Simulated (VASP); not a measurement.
# BaTiO3 (R3m) in VASP: notebook

Runs on BaTiO3. Level: PBE. Tasks: single point.

All numbers are computed with VASP 6.6.1; they aren't measurements. Logs are shortened: lines on timing, memory, paths and dates and some standing lists are left out, and cuts for length are marked.

**1. The cell of the first run**

The structure is trigonal, space group R3m (No. 160). Conventional cell: a = 5.726 Å, b = 5.726 Å, c = 7.069 Å, α = 90.00°, β = 90.00°, γ = 120.00°. Ba (site symmetry 3m) has 12 O at 2.78 to 2.98 Å and 8 Ti at 3.43 to 3.64 Å within 3.7 Å. Ti (site symmetry 3m) has 6 O at 1.87 to 2.21 Å within 2.5 Å. Within 2.5 Å of O (site symmetry m) lie 2 Ti at 1.87 to 2.21 Å.

**2. Single point, PBE**

INCAR

```
SYSTEM = BaTiO3
PREC = Accurate
ENCUT = 520
EDIFF = 1E-7
ISMEAR = 0
SIGMA = 0.02
LREAL = .FALSE.
LASPH = .TRUE.
NELM = 80
ALGO = Normal
ISIF = 2
LWAVE = .FALSE.
LCHARG = .FALSE.
GGA = PE
NBANDS = 28
```

KPOINTS

```
regular mesh
0
G
  6 6 6
  0 0 0
```

POSCAR

```
BaTiO3
1.0
    2.8630706609      1.6529946168      2.3563003513
   -2.8630706609      1.6529946168      2.3563003513
    0.0000000000     -3.3059892335      2.3563003513
Ba Ti O
1 1 3
Direct
    0.0049545166      0.0049545166      0.0049545166
    0.5191875161      0.5191875161      0.5191875161
    0.4883938490      0.4883938490      0.9777702693
    0.4883938490      0.9777702693      0.4883938490
    0.9777702693      0.4883938490      0.4883938490
```

Potentials or basis: VASP PAW PBE potentials, release 64 (Ba_sv, Ti_sv, O).

Started as:

```sh
$ cat potpaw_PBE.64/Ba_sv/POTCAR potpaw_PBE.64/Ti_sv/POTCAR potpaw_PBE.64/O/POTCAR > POTCAR
$ mpirun -np 1 vasp_std > vasp.out
```

OUTCAR:

```text
SYSTEM = BaTiO3
   PREC = Accurate
   ENCUT = 520
   EDIFF = 1E-7
   ISMEAR = 0
   LREAL = .FALSE.
   LASPH = .TRUE.
   NELM = 80
   ISIF = 2
   GGA = PE

 ion  position               nearest neighbor table
   1  0.005  0.005  0.005-   4 2.78   5 2.78   3 2.78   4 2.87   5 2.87   5 2.87   4 2.87   3 2.87
                             3 2.87   5 2.98   4 2.98   3 2.98   2 3.43   2 3.48   2 3.48   2 3.48
   2  0.519  0.519  0.519-   3 1.87   4 1.87   5 1.87   3 2.21   4 2.21   5 2.21   1 3.43   1 3.48
                             1 3.48   1 3.48   1 3.54   1 3.54   1 3.54   1 3.64
   3  0.488  0.488  0.978-   2 1.87   2 2.21   1 2.78   1 2.87   1 2.87   1 2.98
   4  0.488  0.978  0.488-   2 1.87   2 2.21   1 2.78   1 2.87   1 2.87   1 2.98
   5  0.978  0.488  0.488-   2 1.87   2 2.21   1 2.78   1 2.87   1 2.87   1 2.98

  LATTYP: Found a trigonal (rhomboedric) cell.
 ALAT       =     4.0597679931
 COS(alpha) =     0.0053009613

  Lattice vectors:

 A1 = (   2.8630706609,   1.6529946168,   2.3563003513)
 A2 = (  -2.8630706609,   1.6529946168,   2.3563003513)
 A3 = (   0.0000000000,  -3.3059892335,   2.3563003513)

Analysis of symmetry for initial positions (statically):
=====================================================================
 Subroutine PRICEL returns:
 Original cell was already a primitive cell.

 Routine SETGRP: Setting up the symmetry group for a
 trigonal (rhombohedral) supercell.

 Subroutine GETGRP returns: Found  6 space group operations
 (whereof  6 operations were pure point group operations)
 out of a pool of 12 trial point group operations.

The static configuration has the point symmetry C_3v.

Analysis of symmetry for dynamics (positions and initial velocities):
=====================================================================
 Subroutine PRICEL returns:
 Original cell was already a primitive cell.

 Routine SETGRP: Setting up the symmetry group for a
 trigonal (rhombohedral) supercell.

 Subroutine GETGRP returns: Found  6 space group operations
 (whereof  6 operations were pure point group operations)
 out of a pool of 12 trial point group operations.

The dynamic configuration has the point symmetry C_3v.

 Subroutine INISYM returns: Found  6 space group operations
 (whereof  6 operations are pure point group operations),
 and found     1 'primitive' translations

----------------------------------------------------------------------------------------

                                     Primitive cell

  volume of cell :      66.9091

  direct lattice vectors                    reciprocal lattice vectors
     2.863070661  1.652994617  2.356300351     0.174637674  0.100827108  0.141464705
    -2.863070661  1.652994617  2.356300351    -0.174637674  0.100827108  0.141464705
     0.000000000 -3.305989234  2.356300351     0.000000000 -0.201654216  0.141464705

  length of vectors
     4.059767993  4.059767993  4.059767993     0.246326380  0.246326380  0.246326380

  position of ions in fractional coordinates (direct lattice)
     0.004954517  0.004954517  0.004954517
     0.519187516  0.519187516  0.519187516
     0.488393849  0.488393849  0.977770269
     0.488393849  0.977770269  0.488393849
     0.977770269  0.488393849  0.488393849

  ion indices of the primitive-cell ions
   primitive index   ion index
                 1           1
                 2           2
                 3           3
                 4           4
                 5           5

----------------------------------------------------------------------------------------

 KPOINTS: regular mesh

Automatic generation of k-mesh.
 Grid dimensions read from file:
 generate k-points for:    6    6    6

 Generating k-lattice:

  Cartesian coordinates                     Fractional coordinates (reciprocal lattice)
     0.029106279  0.016804518  0.023577451     0.166666667  0.000000000  0.000000000
    -0.029106279  0.016804518  0.023577451     0.000000000  0.166666667  0.000000000
     0.000000000 -0.033609036  0.023577451    -0.000000000 -0.000000000  0.166666667

  Length of vectors
     0.041054397  0.041054397  0.041054397

  Shift w.r.t. Gamma in fractional coordinates (k-lattice)
     0.000000000  0.000000000  0.000000000

 Subroutine IBZKPT returns following result:
 ===========================================

 Found     32 irreducible k-points:

 Following reciprocal coordinates:
            Coordinates               Weight
  0.000000  0.000000  0.000000      1.000000
  0.166667  0.000000  0.000000      6.000000
  0.333333  0.000000  0.000000      6.000000
  0.500000  0.000000  0.000000      3.000000
  0.166667  0.166667  0.000000      6.000000
  0.333333  0.166667  0.000000     12.000000
[... 16 lines left out ...]
  0.500000  0.500000  0.166667      6.000000
 -0.333333  0.500000  0.166667     12.000000
 [... further k-points ...]
   k-points           NKPTS =     32   k-points in BZ     NKDIM =     32   number of bands    NBANDS=     28
   number of dos      NEDOS =    301   number of ions     NIONS =      5
   total plane-waves  NPLWV =  27000
   dimension x,y,z NGX =    30 NGY =   30 NGZ =   30
   dimension x,y,z NGXF=    60 NGYF=   60 NGZF=   60
   ions per type =               1   1   3
   NGX,Y,Z   is equivalent  to a cutoff of  12.28, 12.28, 12.28 a.u.
   NGXF,Y,Z  is equivalent  to a cutoff of  24.57, 24.57, 24.57 a.u.
 SYSTEM =  BaTiO3
   PREC   = accura    normal or accurate (medium, high low for compatibility)
   ISTART =      0    job   : 0-new  1-cont  2-samecut
   ICHARG =      2    charge: 1-file 2-atom 10-const
   ISPIN  =      1    spin polarized calculation?
   LNONCOLLINEAR =      F non collinear calculations
   LSORBIT =      F    spin-orbit coupling
   LASPH  =      T    aspherical Exc in radial PAW
   ENCUT  =  520.0 eV  38.22 Ry    6.18 a.u.   7.55  7.55  7.55*2*pi/ulx,y,z
   NELM   =     80;   NELMIN=  2; NELMDL= -5     # of ELM steps
   EDIFF  = 0.1E-06   stopping-criterion for ELM
   LREAL  =      F    real-space projection
   EDIFFG = 0.1E-05   stopping-criterion for IOM
   NSW    =      0    number of steps for IOM
   IBRION =     -1    ionic relax: 0-MD 1-quasi-New 2-CG
   NFREE  =      0    steps in history (QN), initial steepest desc. (CG)
   ISIF   =      2    stress and relaxation
   ISYM   =      2    0-nonsym 1-usesym 2-fastsym
   POTIM  = 0.5000    time-step for ionic-motion
   TEBEG  =    0.0;   TEEND  =   0.0 temperature during run
   PSTRESS=    0.0 pullay stress
   NELECT =      40.0000    total number of electrons
   NUPDOWN=      -1.0000    fix difference up-down
   EMIN   =  10.00;   EMAX   =-10.00  energy-range for DOS
   EFERMI =   0.00;   METHOD = LEGACY
   ISMEAR =     0;   SIGMA  =   0.02  broadening in eV -4-tet -1-fermi 0-gaus
   EFERMI_NEDOS =   21; number of points for ismear=-14 and -15
   IALGO  =     38    algorithm
   IMIX   =      4    mixing-type and parameters
     AMIX     =   0.40;   BMIX     =  1.00
     AMIX_MAG =   1.60;   BMIX_MAG =  1.00
  volume/ion in A,a.u.               =      13.38        90.31
  Fermi-wavevector in a.u.,A,eV,Ry     =   1.379112  2.606145 25.877618  1.901951
  Thomas-Fermi vector in A             =   2.504112
   LORBIT       =      0    0 simple, 1 ext, 2 COOP (PROOUT), +10 PAW based schemes
   GGA     = PE    functional components
   LHFCALC =     F    Hartree Fock is set to
   AEXX    =    0.0000 exact exchange contribution
   IVDW    =     0    specifies the selected vdW correction
   LEPSILON=     F    determine dielectric tensor
   LRPA    =     F    only Hartree local field effects (RPA)
 non-spin polarized calculation
 Gauss-broadening in eV      SIGMA  =   0.02
  energy-cutoff  :      520.00
  volume of cell :       66.91
 maximum number of plane-waves:      1820
   NGX = 15   NGY = 15   NGZ = 15

 number of electron      40.0000014 magnetization

 Free energy of the ion-electron system (eV)
  ---------------------------------------------------
  ext. energy  EPLUGINS =         0.00000000
  ---------------------------------------------------
  free energy    TOTEN  =       -40.05484371 eV

  energy without entropy =      -40.05484371  energy(sigma->0) =      -40.05484371

 E-fermi :   3.7135     XC(G=0): -11.0079

 val. band max:        3.4289562388   @ k =   0.5000   0.5000   0.5000
 cond. band min:       6.0124068966   @ k =   0.0000   0.0000   0.0000
 fundamental gap:      2.5834506578
 Fermi energy:         3.7134706639

 k-point     1 :       0.0000    0.0000    0.0000
  band No.  band energies     occupation
      1     -52.8625      2.00000
      2     -29.1182      2.00000
      3     -29.1160      2.00000
      4     -29.1160      2.00000
      5     -21.4685      2.00000
      6     -13.2777      2.00000
[... 20 lines left out ...]
     27       8.4922      0.00000
     28      10.3430      0.00000

 k-point     2 :       0.1667    0.0000    0.0000
  band No.  band energies     occupation
      1     -52.8623      2.00000
      2     -29.1278      2.00000
      3     -29.1169      2.00000
      4     -29.1156      2.00000
      5     -21.4453      2.00000
      6     -13.2878      2.00000
[... 20 lines left out ...]
     27       8.9821      0.00000
     28      10.9828      0.00000

 k-point     3 :       0.3333    0.0000    0.0000
  band No.  band energies     occupation
      1     -52.8619      2.00000
      2     -29.1494      2.00000
      3     -29.1161      2.00000
      4     -29.1148      2.00000
      5     -21.3983      2.00000
      6     -13.3749      2.00000
[... 20 lines left out ...]
     27      10.1181      0.00000
     28      11.6137      0.00000

 k-point     4 :       0.5000    0.0000    0.0000
  band No.  band energies     occupation
      1     -52.8617      2.00000
      2     -29.1602      2.00000
      3     -29.1157      2.00000
      4     -29.1144      2.00000
      5     -21.3743      2.00000
      6     -13.4390      2.00000
[... 578 lines left out ...]
     27      10.7650      0.00000
     28      11.6364      0.00000

 k-point    23 :       0.5000    0.5000    0.1667
  band No.  band energies     occupation
      1     -52.8607      2.00000
      2     -29.1574      2.00000
      3     -29.1562      2.00000
      4     -29.1239      2.00000
      5     -21.2984      2.00000
      6     -12.7999      2.00000
[... 20 lines left out ...]
     27      11.7400      0.00000
     28      12.0519      0.00000

 k-point    24 :      -0.3333    0.5000    0.1667
  band No.  band energies     occupation
      1     -52.8609      2.00000
      2     -29.1575      2.00000
      3     -29.1463      2.00000
      4     -29.1243      2.00000
      5     -21.3136      2.00000
      6     -12.9606      2.00000
[... 20 lines left out ...]
     27      11.4039      0.00000
     28      11.8607      0.00000

 [... further k-points ...]
[... 5 lines left out ...]
  --------------------------------------------------------------------------------------
  -------------------------------------------------------------------------------------
  Total        0.6768511      0.6768511      0.6360791      0.0000000      0.0000000      0.0000000
  in kB       16.2075855     16.2075855     15.2312766      0.0000000      0.0000000      0.0000000
  external PRESSURE =      15.8821492 kB  Pullay stress =       0.0000000 kB

 VOLUME and BASIS-vectors are now :
 -----------------------------------------------------------------------------
  energy-cutoff  :      520.00
  volume of cell :       66.91
      direct lattice vectors                 reciprocal lattice vectors
     2.863070661  1.652994617  2.356300351     0.174637674  0.100827108  0.141464705
    -2.863070661  1.652994617  2.356300351    -0.174637674  0.100827108  0.141464705
     0.000000000 -3.305989234  2.356300351     0.000000000 -0.201654216  0.141464705

 POSITION                                       TOTAL-FORCE (eV/Angst)
 -----------------------------------------------------------------------------------
      0.00000      0.00000      0.03502        -0.000000     -0.000000     -0.043922
      0.00000      0.00000      3.67009        -0.000000     -0.000000     -0.087931
      0.00000     -1.61787      4.60553        -0.000000     -0.032979      0.043951
     -1.40112      0.80894      4.60553        -0.028561      0.016490      0.043951
      1.40112      0.80894      4.60553         0.028561      0.016490      0.043951
 -----------------------------------------------------------------------------------
    total drift:                                0.000000     -0.000005     -0.000254

  FREE ENERGIE OF THE ION-ELECTRON SYSTEM (eV)
  ---------------------------------------------------
  free  energy   TOTEN  =       -40.0548437086 eV

  energy  without entropy=      -40.0548437086  energy(sigma->0) =      -40.05484371
```

Wall time 44 s (1 thread of Intel Xeon Platinum 8559C (Emerald Rapids), shared host); peak memory 0.2 GiB.

What came out:

```yaml
Free_energy: -40.0548 eV
Pressure: 1.6 GPa
Largest_force: 0.088 eV/Å
Band_gap_on_the_k_mesh: 2.58 eV, indirect (least direct gap 3.12 eV)
```

Forces in eV/Å, atoms in the order of the input:
```
Ba   0.000  0.000 -0.044
Ti   0.000  0.000 -0.088
O    0.000 -0.033  0.044
O   -0.029  0.016  0.044
O    0.029  0.016  0.044
```

Stress tensor (GPa, compression positive):
```
1.62 0.00 0.00
0.00 1.62 0.00
0.00 0.00 1.52
```

Caveat: spin-orbit coupling is left out, which moves the levels of the heavy elements. A hybrid or GW would open this gap; PBE tends to underestimate it.

[end of part 1 of 2]
